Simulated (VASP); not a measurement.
Write the native input for VASP 6.6.1 that does the following.

- Task: single point
- Functional: PBEsol
- Potentials or basis: VASP PAW PBE potentials, release 64 (Bi_d)
- Cutoff: 520 eV
- k mesh: 12 × 12 × 12
- Occupations: gaussian, width 0.05 eV
- Spin: no spin polarisation
- Dipole correction: no
- Further INCAR settings: ALGO = Fast; EDIFF = 1e-06; NBANDS = 14

The structure of Bi lies in POSCAR:

```
Bi
1.0
   -4.3158109194      4.3158109194      1.3921566745
    4.3158109194     -4.3158109194      1.3921566745
    4.3158109194      4.3158109194     -1.3921566745
Bi
1
Direct
    0.0000000000      0.0000000000      0.0000000000
```

This cell differs from its parent crystal: ratio of the length along z to the lengths across it x 0.96, volume and fractional coordinates fixed.

The input as run:

INCAR

```
SYSTEM = Bi
  ALGO = Fast
  EDIFF = 1E-6
  ENCUT = 520
  GGA = PS
  ISIF = 2
  ISMEAR = 0
  LASPH = .TRUE.
  LCHARG = .TRUE.
  LELF = .TRUE.
  LREAL = .FALSE.
  LVHAR = .TRUE.
  LWAVE = .FALSE.
  NBANDS = 14
  NELM = 80
  PREC = Accurate
  SIGMA = 0.05
```

KPOINTS

```
k-points
0
G
  12 12 12
  0 0 0
```

Potentials or basis: VASP PAW PBE potentials, release 64 (Bi_d).

Launch:

```bash
$ cat potpaw_PBE.64/Bi_d/POTCAR > POTCAR
$ mpirun -np 1 vasp_std > vasp.out
```

Results of the run:

The pressure is 1.0 GPa.

Caveat: the PAW data sets were made with another functional, which shifts forces and pressure a little.

Run time: 3.4 min on 1 thread of Intel(R) Xeon(R) 6975P-C (Granite Rapids) (shared host), peak memory 0.46 GiB.
